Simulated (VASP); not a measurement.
# SnSe in VASP: a series of runs

The runs below take SnSe through single point, with PBE.

Program: VASP 6.6.1. These are calculated values, not measurements. Logs are shortened: lines on timing, memory, paths and dates and some standing lists are left out, and cuts for length are marked.

### 1 The cell of the first run

The structure is tetragonal, space group I4/mmm (No. 139). Conventional cell: a = 4.257 Å, b = 4.257 Å, c = 5.960 Å, α = 90.00°, β = 90.00°, γ = 90.00°. Sn (site symmetry 4/mmm) has 6 Se at 2.98 to 3.01 Å within 3.9 Å. Within 3.9 Å of Se (site symmetry 4/mmm) lie 6 Sn at 2.98 to 3.01 Å.

### 2 Single point, PBE (zz strain of -1 %)

Contents of INCAR:

```
PREC     = Accurate       # precision mode
ENCUT    = 520            # plane-wave cutoff, eV
EDIFF    = 1E-6           # SCF threshold, eV
ISMEAR   = -1             # smearing method
SIGMA    = 0.02           # smearing width, eV
LREAL    = F              # projectors in reciprocal space
LASPH    = T              # aspherical terms in the spheres
NELM     = 80             # most SCF steps
ALGO     = Normal         # electronic algorithm
ISIF     = 2              # what is computed and relaxed
LWAVE    = F              # write WAVECAR
LCHARG   = F              # write CHGCAR
GGA      = PE             # functional
NBANDS   = 17             # bands
```

Contents of KPOINTS:

```
Automatic mesh
0
Gamma
  9 9 9
```

Contents of POSCAR:

```
SnSe
1.0
    0.0000000000      3.0100000000      2.9799000000
    3.0100000000      0.0000000000      2.9799000000
    3.0100000000      3.0100000000      0.0000000000
Sn Se
1 1
Direct
    0.0000000000      0.0000000000      0.0000000000
    0.5000000000      0.5000000000      0.5000000000
```

Potentials or basis: VASP PAW PBE potentials, release 64 (Sn_d, Se).

On the command line:

```bash
> cat potpaw_PBE.64/Sn_d/POTCAR potpaw_PBE.64/Se/POTCAR > POTCAR
> mpirun -np 1 vasp_std > vasp.out
```

OUTCAR:

```text
PREC = Accurate
   ENCUT = 520
   EDIFF = 1E-6
   ISMEAR = -1
   LREAL = F
   LASPH = T
   NELM = 80
   ISIF = 2
   GGA = PE

 ion  position               nearest neighbor table
   1  0.000  0.000  0.000-   2 2.98   2 2.98   2 3.01   2 3.01   2 3.01   2 3.01
   2  0.500  0.500  0.500-   1 2.98   1 2.98   1 3.01   1 3.01   1 3.01   1 3.01

  LATTYP: Found a body centered tetragonal cell.
 ALAT       =     4.2567828227
 C/A-ratio  =     1.4000714267

  Lattice vectors:

 A1 = (   0.0000000000,  -3.0100000000,  -2.9799000000)
 A2 = (   0.0000000000,   3.0100000000,  -2.9799000000)
 A3 = (   3.0100000000,   0.0000000000,   2.9799000000)

Analysis of symmetry for initial positions (statically):
=====================================================================
 Subroutine PRICEL returns:
 Original cell was already a primitive cell.

 Routine SETGRP: Setting up the symmetry group for a
 body centered tetragonal supercell.

 Subroutine GETGRP returns: Found 16 space group operations
 (whereof 16 operations were pure point group operations)
 out of a pool of 16 trial point group operations.

The static configuration has the point symmetry D_4h.

Analysis of symmetry for dynamics (positions and initial velocities):
=====================================================================
 Subroutine PRICEL returns:
 Original cell was already a primitive cell.

 Routine SETGRP: Setting up the symmetry group for a
 body centered tetragonal supercell.

 Subroutine GETGRP returns: Found 16 space group operations
 (whereof 16 operations were pure point group operations)
 out of a pool of 16 trial point group operations.

The dynamic configuration has the point symmetry D_4h.

 Subroutine INISYM returns: Found 16 space group operations
 (whereof 16 operations are pure point group operations),
 and found     1 'primitive' translations

----------------------------------------------------------------------------------------

                                     Primitive cell

  volume of cell :      53.9964

  direct lattice vectors                    reciprocal lattice vectors
     0.000000000  3.010000000  2.979900000    -0.166112957  0.166112957  0.167790865
[... 80 lines left out ...]
   ISPIN  =      1    spin polarized calculation?
   LNONCOLLINEAR =      F non collinear calculations
   LSORBIT =      F    spin-orbit coupling
   LASPH  =      T    aspherical Exc in radial PAW
   ENCUT  =  520.0 eV  38.22 Ry    6.18 a.u.   7.88  7.88  7.91*2*pi/ulx,y,z
   NELM   =     80;   NELMIN=  2; NELMDL= -5     # of ELM steps
   EDIFF  = 0.1E-05   stopping-criterion for ELM
   LREAL  =      F    real-space projection
   EDIFFG = 0.1E-04   stopping-criterion for IOM
   NSW    =      0    number of steps for IOM
   IBRION =     -1    ionic relax: 0-MD 1-quasi-New 2-CG
   NFREE  =      0    steps in history (QN), initial steepest desc. (CG)
   ISIF   =      2    stress and relaxation
   ISYM   =      2    0-nonsym 1-usesym 2-fastsym
   POTIM  = 0.5000    time-step for ionic-motion
   TEBEG  =    0.0;   TEEND  =   0.0 temperature during run
   PSTRESS=    0.0 pullay stress
   NELECT =      20.0000    total number of electrons
   NUPDOWN=      -1.0000    fix difference up-down
   EMIN   =  10.00;   EMAX   =-10.00  energy-range for DOS
   EFERMI =   0.00;   METHOD = LEGACY
   ISMEAR =    -1;   SIGMA  =   0.02  broadening in eV -4-tet -1-fermi 0-gaus
   EFERMI_NEDOS =   21; number of points for ismear=-14 and -15
   IALGO  =     38    algorithm
   IMIX   =      4    mixing-type and parameters
     AMIX     =   0.40;   BMIX     =  1.00
     AMIX_MAG =   1.60;   BMIX_MAG =  1.00
  volume/ion in A,a.u.               =      27.00       182.19
  Fermi-wavevector in a.u.,A,eV,Ry     =   1.175700  2.221751 18.806939  1.382271
  Thomas-Fermi vector in A             =   2.312076
   LORBIT       =      0    0 simple, 1 ext, 2 COOP (PROOUT), +10 PAW based schemes
   GGA     = PE    functional components
   LHFCALC =     F    Hartree Fock is set to
   AEXX    =    0.0000 exact exchange contribution
   IVDW    =     0    specifies the selected vdW correction
   LEPSILON=     F    determine dielectric tensor
   LRPA    =     F    only Hartree local field effects (RPA)
 non-spin polarized calculation
  energy-cutoff  :      520.00
  volume of cell :       54.00
 maximum number of plane-waves:      1469
   NGX = 15   NGY = 15   NGZ = 15

 number of electron      20.0000007 magnetization

 Free energy of the ion-electron system (eV)
  ---------------------------------------------------
  ext. energy  EPLUGINS =         0.00000000
  ---------------------------------------------------
  free energy    TOTEN  =        -8.20817188 eV

  energy without entropy =       -8.20817186  energy(sigma->0) =       -8.20817187

 E-fermi :   5.9551     XC(G=0):  -9.6432

 val. band max:        5.6688270490   @ k =  -0.3333   0.0000   0.1111
 cond. band min:       6.2386495065   @ k =  -0.3333   0.1111   0.0000
 fundamental gap:      0.5698224575
 Fermi energy:         5.9550826691

 k-point     1 :       0.0000    0.0000    0.0000
  band No.  band energies     occupation
      1     -15.9033      2.00000
      2     -15.9017      2.00000
      3     -15.9002      2.00000
      4     -15.9002      2.00000
      5     -15.8970      2.00000
      6      -8.2318      2.00000
[... 457 lines left out ...]
      4     -15.8820      2.00000
      5     -15.8820      2.00000
      6      -7.0141      2.00000
[... 9 lines left out ...]
     16      17.4397      0.00000
     17      18.3172      0.00000

 [... further k-points ...]

------------------------ aborting loop because EDIFF is reached ----------------------------------------

  FORCE on cell =-STRESS in cart. coord.  units (eV):
  Direction    XX          YY          ZZ          XY          YZ          ZX
  --------------------------------------------------------------------------------------
  -------------------------------------------------------------------------------------
  Total        0.3827517      0.3827517      0.8246049      0.0000000     -0.0000000     -0.0000000
  in kB       11.3569860     11.3569860     24.4676264      0.0000000     -0.0000000     -0.0000000
  external PRESSURE =      15.7271995 kB  Pullay stress =       0.0000000 kB

 VOLUME and BASIS-vectors are now :
 -----------------------------------------------------------------------------
  energy-cutoff  :      520.00
  volume of cell :       54.00
      direct lattice vectors                 reciprocal lattice vectors
     0.000000000  3.010000000  2.979900000    -0.166112957  0.166112957  0.167790865
     3.010000000  0.000000000  2.979900000     0.166112957 -0.166112957  0.167790865
     3.010000000  3.010000000  0.000000000     0.166112957  0.166112957 -0.167790865

 POSITION                                       TOTAL-FORCE (eV/Angst)
 -----------------------------------------------------------------------------------
      0.00000      0.00000      0.00000         0.000000      0.000000      0.000000
      3.01000      3.01000      2.97990        -0.000000     -0.000000      0.000000
 -----------------------------------------------------------------------------------
    total drift:                                0.000000     -0.000000     -0.000000

  FREE ENERGIE OF THE ION-ELECTRON SYSTEM (eV)
  ---------------------------------------------------
  free  energy   TOTEN  =        -8.2081718809 eV

  energy  without entropy=       -8.2081718638  energy(sigma->0) =       -8.20817187
```

OSZICAR:

```text
N       E                     dE             d eps       ncg     rms          rms(c)
DAV:   1     0.134127129927E+03    0.13413E+03   -0.97556E+03  2578   0.145E+03
DAV:   2     0.469933797501E+01   -0.12943E+03   -0.12514E+03  2739   0.351E+02
DAV:   3    -0.805170406233E+01   -0.12751E+02   -0.12664E+02  3122   0.950E+01
DAV:   4    -0.837885574370E+01   -0.32715E+00   -0.32693E+00  2958   0.160E+01
DAV:   5    -0.838815271739E+01   -0.92970E-02   -0.92966E-02  3725   0.268E+00    0.311E+00
DAV:   6    -0.820737897282E+01    0.18077E+00   -0.44228E-01  3703   0.383E+00    0.185E+00
DAV:   7    -0.820608954526E+01    0.12894E-02   -0.81633E-02  3084   0.127E+00    0.912E-01
DAV:   8    -0.820830704764E+01   -0.22175E-02   -0.88617E-03  3160   0.838E-01    0.121E-01
DAV:   9    -0.820809437124E+01    0.21268E-03   -0.14425E-03  3693   0.313E-01    0.518E-02
DAV:  10    -0.820816601218E+01   -0.71641E-04   -0.17470E-04  2976   0.753E-02    0.115E-02
DAV:  11    -0.820817160876E+01   -0.55966E-05   -0.17688E-05  3470   0.377E-02    0.280E-03
DAV:  12    -0.820817188085E+01   -0.27210E-06   -0.12148E-06  2604   0.113E-02
   1 F= -.82081719E+01 E0= -.82081719E+01  d E =-.170597E-07
```

Run time: 25 s. Hardware: 1 thread of AMD EPYC 9R45 (Zen 5), shared host; peak memory 0.19 GiB.

Results:

| Quantity | Value |
| --- | --- |
| Free energy | -8.2082 eV |
| Pressure | 1.6 GPa |
| Band gap on the k mesh | 0.57 eV (least direct gap 0.59 eV) |

Caveat: the cell differs from its parent crystal (zz strain of -1 %); spin-orbit coupling is left out, which moves the levels of the heavy elements; an odd mesh through Γ misses points on the zone boundary, where band edges can lie.

### 3 Single point, PBE (zz strain of +2 %)

Contents of INCAR:

```
PREC = Accurate
ENCUT = 520
EDIFF = 1E-6
ISMEAR = -1
SIGMA = 0.02
LREAL = False
LASPH = True
NELM = 80
ALGO = Normal
ISIF = 2
LWAVE = False
LCHARG = False
GGA = PE
NBANDS = 17
```

Contents of KPOINTS:

```
regular mesh
0
Gamma
  9 9 9
```

Contents of POSCAR:

```
SnSe
1.0
    0.0000000000      3.0100000000      3.0702000000
    3.0100000000      0.0000000000      3.0702000000
    3.0100000000      3.0100000000      0.0000000000
Sn Se
1 1
Direct
    0.0000000000      0.0000000000      0.0000000000
    0.5000000000      0.5000000000      0.5000000000
```

Potentials or basis: VASP PAW PBE potentials, release 64 (Sn_d, Se).

On the command line:

```bash
> cat potpaw_PBE.64/Sn_d/POTCAR potpaw_PBE.64/Se/POTCAR > POTCAR
> mpirun -np 1 vasp_std > vasp.out
```

Wall time 25 s (1 thread of AMD EPYC 9R45 (Zen 5), shared host); peak memory 0.19 GiB.

The run converged. Its results:

| Property | Result |
| --- | --- |
| Free energy | -8.2130 eV |
| Pressure | 0.1 GPa |
| Band gap on the k mesh | 0.58 eV (least direct gap 0.62 eV) |

Stress tensor (GPa, compression positive):
```
 0.77  0.00  0.00
 0.00  0.77  0.00
 0.00  0.00 -1.36
```

Levels at points of the mesh, in eV from the valence-band top:
```csv
k point,band 7,band 8,band 9,band 10,band 11,band 12,band 13,band 14
"(0.00, 0.00, 0.00)",-5.09,-2.16,-2.16,-1.97,3.98,4.43,4.43,5.83
```

Caveat: the cell differs from its parent crystal (zz strain of +2 %); spin-orbit coupling is left out, which moves the levels of the heavy elements; an odd mesh through Γ misses points on the zone boundary, where band edges can lie.

### 4 Single point, PBE, non-collinear spin, zero start, spin-orbit coupling

This run uses another cell than the first one, of 27.27 Å³/atom.

Contents of INCAR:

```
  PREC = Accurate
  ENCUT = 520
  EDIFF = 1E-6
  ISMEAR = -1
  SIGMA = 0.02
  LREAL = False
  LASPH = True
  NELM = 150
  ALGO = Normal
  ISIF = 2
  LWAVE = False
  LCHARG = False
  LNONCOLLINEAR = True
  MAGMOM = 0 0 0 0 0 0
  LORBIT = 11
  LSORBIT = True
  GGA_COMPAT = False
  LORBMOM = True
  GGA = PE
  NBANDS = 32
```

KPOINTS is that of step 3.

Contents of POSCAR:

```
SnSe
1.0
    0.0000000000      3.0100000000      3.0100000000
    3.0100000000      0.0000000000      3.0100000000
    3.0100000000      3.0100000000      0.0000000000
Sn Se
1 1
Direct
    0.0000000000      0.0000000000      0.0000000000
    0.5000000000      0.5000000000      0.5000000000
```

On the command line:

```bash
> cat potpaw_PBE.64/Sn_d/POTCAR potpaw_PBE.64/Se/POTCAR > POTCAR
> mpirun -np 1 vasp_ncl > vasp.out
```

Run time: 2.6 min. Hardware: 1 thread of Intel Xeon 8259CL, shared host; peak memory 0.36 GiB.

It converged, with:

```yaml
Free_energy: -8.2787 eV
Pressure: 1.0 GPa
Net_moment: 0.00 μB per cell
Valence_electrons_inside_the_program's_atomic_spheres: Sn 12.05; Se 3.80
```

Moments on the atoms (μB; x, y, z):
```
Sn  0.00 0.00 0.00
Se  0.00 0.00 0.00
```

Caveat: this odd mesh misses L, so gap, dielectric constants and Born charges aren't listed.

### 5 The runs side by side

```tsv
spin	cell	gap on the mesh (eV)	pressure (GPa)
off	a = 4.236, b = 4.236, c = 4.257 Å, angles 59.8, 59.8, 60.3°, 2 atoms	0.57	1.6
off	a = 4.300, b = 4.300, c = 4.257 Å, angles 60.3, 60.3, 59.3°, 2 atoms	0.58	0.1
non-collinear, zero start, SOC	a = 4.257 Å, angles 60.0°, 2 atoms	-	1.0
```

Alike in all rows: task single point; level PBE; potentials or basis VASP PAW PBE potentials, release 64 (Sn_d, Se); k mesh 9 × 9 × 9; cutoff (eV) 520; smearing fermi-dirac 0.02 eV.

Caveats: spin-orbit coupling is left out, which moves the levels of the heavy elements (at least some runs); an odd mesh through Γ misses points on the zone boundary, where band edges can lie (at least some runs).

Absolute energies hang on the potentials; compare differences alone.
